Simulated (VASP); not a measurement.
Set up this calculation in VASP 6.6.1, as the native input.

* Task: relaxation of cell and atoms
* Functional: PBE
* Potentials or basis: VASP PAW PBE potentials, release 64 (La, Y_sv, N)
* Cutoff: 600 eV
* k mesh: 12 × 12 × 6
* Occupations: gaussian, width 0.1 eV
* Spin: no spin polarisation
* Dipole correction: no
* Further INCAR settings: ALGO = Normal; EDIFF = 1e-06; IBRION = 2; EDIFFG = -0.01; NSW = 100; ISIF = 3

The structure of LaYN2 lies in POSCAR:

```
LaYN2
1.0
    4.0715564663      0.0000000000      0.0000000000
   -2.0357782331      3.5260713328      0.0000000000
    0.0000000000      0.0000000000      7.8679231600
La Y N
1 1 2
Direct
    0.0000000000      0.0000000000      0.0000000000
    0.0000000000      0.0000000000      0.5000000000
    0.3333333333      0.6666666667      0.0000000000
    0.6666666667      0.3333333333      0.0000000000
```

The cell was generated, and may not be a known phase.

The input as run:

INCAR

```
SYSTEM = LaYN2
ALGO = Normal
EDIFF = 1E-6
EDIFFG = -0.01
ENCUT = 600
GGA = PE
IBRION = 2
ISIF = 3
ISMEAR = 0
LASPH = .TRUE.
LCHARG = .FALSE.
LREAL = .FALSE.
LWAVE = .FALSE.
NELM = 100
NSW = 100
PREC = Accurate
SIGMA = 0.1
```

KPOINTS

```
k-points
0
G
  12 12 6
  0 0 0
```

Potentials or basis: VASP PAW PBE potentials, release 64 (La, Y_sv, N).

The run is started by

```console
$ cat potpaw_PBE.64/La/POTCAR potpaw_PBE.64/Y_sv/POTCAR potpaw_PBE.64/N/POTCAR > POTCAR
$ mpirun -np 1 vasp_std > vasp.out
```

Results of the run:

```json
{
 "Relaxed volume": "27.19 Å³/atom",
 "Relaxed cell": "a = 4.087 Å, b = 4.087 Å, c = 7.516 Å, α = 90.00°, β = 90.00°, γ = 120.00°",
 "Space group after relaxing (to 0.1 Å)": "P6/mmm (No. 191)",
 "Energy gained by relaxing": "1.6 meV/atom",
 "Ionic steps": "8",
 "Pressure after relaxing": "0.0 GPa",
 "Band gap on the k mesh": "zero (bands 16 and 17 overlap by 0.53 eV)"
}
```

Caveat: spin-orbit coupling is left out, which moves the levels of the heavy elements.

Wall time 14 min on 1 thread of Intel(R) Xeon(R) 6975P-C (Granite Rapids), on a shared host, peak memory 0.53 GiB.
